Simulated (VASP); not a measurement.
Set up this calculation in VASP 6.6.1, as the native input.

- Task: single point
- Functional: PBEsol
- Potentials or basis: VASP PAW PBE potentials, release 64 (Mo_sv, S)
- Cutoff: 520 eV
- k mesh: 12 × 12 × 4
- Occupations: methfessel-paxton, width 0.2 eV
- Spin: no spin polarisation
- Dipole correction: no
- Further INCAR settings: ALGO = Normal; EDIFF = 1e-07; NBANDS = 35

The structure of MoS2 lies in POSCAR:

```
MoS2
1.0
    3.2942660746      0.0000000000      0.0000000000
   -1.6471330373      2.8529181074      0.0000000000
    0.0000000000      0.0000000000     12.2556580774
Mo S
2 4
Direct
    0.3333333333      0.6666666667      0.2500000000
    0.6666666667      0.3333333333      0.7500000000
    0.3333333333      0.6666666667      0.6259932117
    0.6666666667      0.3333333333      0.1259932117
    0.3333333333      0.6666666667      0.8740067883
    0.6666666667      0.3333333333      0.3740067883
```

The input as run:

INCAR

```
SYSTEM = MoS2
PREC = Accurate
ENCUT = 520
EDIFF = 1E-7
ISMEAR = 1
SIGMA = 0.2
LREAL = .False.
LASPH = .True.
NELM = 60
ALGO = Normal
ISIF = 2
LWAVE = .False.
LCHARG = .False.
GGA = PS
NBANDS = 35
```

KPOINTS

```
Automatic mesh
0
Gamma
  12 12 4
  0 0 0
```

Potentials or basis: VASP PAW PBE potentials, release 64 (Mo_sv, S).

Run with:

```bash
$ cat potpaw_PBE.64/Mo_sv/POTCAR potpaw_PBE.64/S/POTCAR > POTCAR
$ mpirun -np 1 vasp_std > vasp.out
```

It gave:

```yaml
Pressure: -8.4 GPa
Largest_force: 0.185 eV/Å
Band_gap_on_the_k_mesh: 0.32 eV (least direct gap 1.28 eV)
```

Caveat: the stress differs along the axes, from -12 to -1 GPa; the PAW data sets were made with another functional, which shifts forces and pressure a little; this functional lacks dispersion, which binds layers or chains, so the pressure and a relaxed spacing across them are unreliable.

Run time: 2 min on 1 thread of Intel(R) Xeon(R) 6975P-C (Granite Rapids), on a shared host, peak memory 0.35 GiB.
